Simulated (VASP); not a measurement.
# As (Cmce) in VASP: notebook, part 2 of 2

VASP 6.6.1. Earlier steps stand in the parts before.

## Step 3: Single point, LDA (22.88 Å³/atom)

This run uses another cell than the first one, of 22.88 Å³/atom.

INCAR reads:

```
PREC = Accurate
ENCUT = 520
EDIFF = 1E-6
ISMEAR = -1
SIGMA = 0.05
LREAL = F
LASPH = T
NELM = 100
ALGO = Normal
ISIF = 2
LWAVE = F
LCHARG = F
GGA = CA
NBANDS = 18
```

KPOINTS reads:

```
Automatic mesh
0
Gamma
  8 8 6
```

POSCAR reads:

```
As
1.0
    1.8370864449     -5.5364249026      0.0000000000
    1.8370864449      5.5364249026      0.0000000000
    0.0000000000      0.0000000000      4.4996035117
As
4
Direct
    0.3900000000      0.6100000000      0.5600000000
    0.8900000000      0.1100000000      0.9400000000
    0.6100000000      0.3900000000      0.4400000000
    0.1100000000      0.8900000000      0.0600000000
```

Potentials or basis: VASP PAW LDA potentials, release 64 (As).

On the command line:

```console
$ cat potpaw_LDA.64/As/POTCAR > POTCAR
$ mpirun -np 1 vasp_std > vasp.out
```

Run time: 4.4 min. Hardware: 1 thread of Intel Xeon 8259CL, shared host; peak memory 0.28 GiB.

Results (log left out):

```yaml
Free_energy: -21.3006 eV
Pressure: -2.8 GPa
Largest_force: 0.253 eV/Å
```

Forces in eV/Å, atoms in the order of the input:
```
As   0.000 -0.089  0.237
As   0.000 -0.089 -0.237
As   0.000  0.089 -0.237
As   0.000  0.089  0.237
```

Stress tensor (GPa, compression positive):
```
-2.11  0.00  0.00
 0.00 -2.59  0.00
 0.00  0.00 -3.62
```

Levels at points of the mesh, in eV from the Fermi level:
```
           k point  band 7  band 8  band 9  band 10  band 11  band 12  band 13  band 14
(0.00, 0.00, 0.00)   -2.92   -2.16   -1.79    -1.00     1.97     2.04     2.49     3.33
(0.50, 0.00, 0.00)   -2.44   -2.44   -2.28    -2.28     0.84     0.84     1.03     1.03
(0.50, 0.50, 0.00)   -3.27   -1.60   -1.20    -0.34     0.12     2.01     2.33     2.97
(0.00, 0.00, 0.50)   -1.90   -1.90   -0.59    -0.59     0.98     0.98     2.07     2.07
(0.50, 0.00, 0.50)   -4.50   -4.50   -1.75    -1.75     1.98     1.98     4.51     4.51
(0.50, 0.50, 0.50)   -1.85   -1.85   -1.08    -1.08     1.47     1.47     1.67     1.67
```

## Step 4: Single point, LDA (23.33 Å³/atom)

This run uses another cell than the first one, of 23.33 Å³/atom.

INCAR reads:

```
PREC     = Accurate       # precision mode
ENCUT    = 520            # plane-wave cutoff, eV
EDIFF    = 1E-7           # SCF threshold, eV
ISMEAR   = -1             # smearing method
SIGMA    = 0.05           # smearing width, eV
LREAL    = F              # projectors in reciprocal space
LASPH    = T              # aspherical terms in the spheres
NELM     = 60             # most SCF steps
ALGO     = Normal         # electronic algorithm
ISIF     = 2              # what is computed and relaxed
LWAVE    = F              # write WAVECAR
LCHARG   = T              # write CHGCAR
GGA      = CA             # functional
LELF     = T              # ELF
LVHAR    = T            
NBANDS   = 18             # bands
```

KPOINTS is that of step 3.

POSCAR reads:

```
As
1.0
    1.8490159120     -5.5723767210      0.0000000000
    1.8490159120      5.5723767210      0.0000000000
    0.0000000000      0.0000000000      4.5288225351
As
4
Direct
    0.3900000000      0.6100000000      0.5600000000
    0.8900000000      0.1100000000      0.9400000000
    0.6100000000      0.3900000000      0.4400000000
    0.1100000000      0.8900000000      0.0600000000
```

Potentials or basis: VASP PAW LDA potentials, release 64 (As).

On the command line:

```console
$ cat potpaw_LDA.64/As/POTCAR > POTCAR
$ mpirun -np 1 vasp_std > vasp.out
```

OUTCAR:

```text
PREC = Accurate
   ENCUT = 520
   EDIFF = 1E-7
   ISMEAR = -1
   LREAL = F
   LASPH = T
   NELM = 60
   ISIF = 2
   GGA = CA

 ion  position               nearest neighbor table
   1  0.390  0.610  0.560-   3 2.51   2 2.53   2 2.53
   2  0.890  0.110  0.940-   4 2.51   1 2.53   1 2.53
   3  0.610  0.390  0.440-   1 2.51   4 2.53   4 2.53
   4  0.110  0.890  0.060-   2 2.51   3 2.53   3 2.53

  LATTYP: Found a base centered orthorhombic cell.
 ALAT       =     3.6980318240
 B/A-ratio  =     3.0136986301
 C/A-ratio  =     1.2246575342
[... 696 lines left out ...]
     18      11.7303      0.00000

 [... further k-points ...]
[... 5 lines left out ...]
  --------------------------------------------------------------------------------------
  -------------------------------------------------------------------------------------
  Total       -1.9793114     -2.1945678     -2.7427506      0.0000000      0.0000000      0.0000000
  in kB      -33.9803851    -37.6758590    -47.0869424      0.0000000      0.0000000      0.0000000
  external PRESSURE =     -39.5810622 kB  Pullay stress =       0.0000000 kB

 VOLUME and BASIS-vectors are now :
 -----------------------------------------------------------------------------
  energy-cutoff  :      520.00
  volume of cell :       93.32
      direct lattice vectors                 reciprocal lattice vectors
     1.849015912 -5.572376721  0.000000000     0.270414114 -0.089728320  0.000000000
     1.849015912  5.572376721  0.000000000     0.270414114  0.089728320  0.000000000
     0.000000000  0.000000000  4.528822535     0.000000000  0.000000000  0.220807946

 POSITION                                       TOTAL-FORCE (eV/Angst)
 -----------------------------------------------------------------------------------
      1.84902      1.22592      2.53614         0.000000     -0.199404      0.328342
      1.84902     -4.34645      4.25709         0.000000     -0.199404     -0.328342
      1.84902     -1.22592      1.99268         0.000000      0.199404     -0.328342
      1.84902      4.34645      0.27173         0.000000      0.199404      0.328342
 -----------------------------------------------------------------------------------
    total drift:                               -0.000000      0.000000     -0.000000

  FREE ENERGIE OF THE ION-ELECTRON SYSTEM (eV)
  ---------------------------------------------------
  free  energy   TOTEN  =       -21.2627797800 eV

  energy  without entropy=      -21.2601719463  energy(sigma->0) =      -21.26147586
```

stdout:

```text
POSCAR found type information on POSCAR As
 POSCAR found :  1 types and       4 ions
 scaLAPACK will be used
 LDA part: xc-table for (Slater(with rela. corr.)+CA(PZ))
 , standard interpolation
 POSCAR, INCAR and KPOINTS ok, starting setup
 FFT: planning ... GRIDC
 FFT: planning ... GRID_SOFT
 FFT: planning ... GRID
 WAVECAR not read
 entering main loop
```

It took 5 min on 1 thread of Intel Xeon 8259CL, shared host; peak memory 0.28 GiB.

Results:

- Free energy: -21.2628 eV
- Pressure: -4.0 GPa
- Largest force: 0.384 eV/Å

Forces in eV/Å, atoms in the order of the input:
```
As   0.000 -0.199  0.328
As   0.000 -0.199 -0.328
As   0.000  0.199 -0.328
As   0.000  0.199  0.328
```

Stress tensor (GPa, compression positive):
```
-3.40  0.00  0.00
 0.00 -3.77  0.00
 0.00  0.00 -4.71
```

Levels at points of the mesh, in eV from the Fermi level:
| k point | band 6 | band 7 | band 8 | band 9 | band 10 | band 11 | band 12 | band 13 | band 14 | band 15 |
| --- | --- | --- | --- | --- | --- | --- | --- | --- | --- | --- |
| (0.00, 0.00, 0.00) | -4.08 | -2.85 | -2.10 | -1.75 | -0.98 | 1.97 | 2.06 | 2.48 | 3.27 | 4.63 |
| (0.50, 0.00, 0.00) | -3.60 | -2.40 | -2.40 | -2.23 | -2.23 | 0.85 | 0.85 | 1.04 | 1.04 | 3.12 |
| (0.50, 0.50, 0.00) | -4.23 | -3.20 | -1.56 | -1.18 | -0.32 | 0.10 | 2.04 | 2.29 | 2.93 | 4.63 |
| (0.00, 0.00, 0.50) | -4.10 | -1.85 | -1.85 | -0.59 | -0.59 | 0.94 | 0.94 | 2.06 | 2.06 | 4.79 |
| (0.50, 0.00, 0.50) | -5.22 | -4.40 | -4.40 | -1.72 | -1.72 | 1.98 | 1.98 | 4.44 | 4.44 | 6.11 |
| (0.50, 0.50, 0.50) | -1.96 | -1.83 | -1.83 | -1.06 | -1.06 | 1.47 | 1.47 | 1.61 | 1.61 | 2.54 |

Caveat: the cell stands under tension.

## Step 5: Overview

| cell | pressure (GPa) | largest force (eV/Å) |
| --- | --- | --- |
| a = 5.677, b = 5.677, c = 4.379 Å, angles 90.0, 90.0, 143.3°, 4 atoms | 3.4 | 0.49 |
| a = 5.833, b = 5.833, c = 4.500 Å, angles 90.0, 90.0, 143.3°, 4 atoms | -2.8 | 0.25 |
| a = 5.871, b = 5.871, c = 4.529 Å, angles 90.0, 90.0, 143.3°, 4 atoms | -4.0 | 0.38 |

Alike in all rows: task single point; level LDA; potentials or basis VASP PAW LDA potentials, release 64 (As); no spin polarisation; k mesh 8 × 8 × 6; cutoff (eV) 520; smearing fermi-dirac 0.05 eV.

Caveats: the cell stands under pressure (at least some runs); the cell stands under tension (at least some runs).

Absolute energies hang on the potentials; compare differences alone.
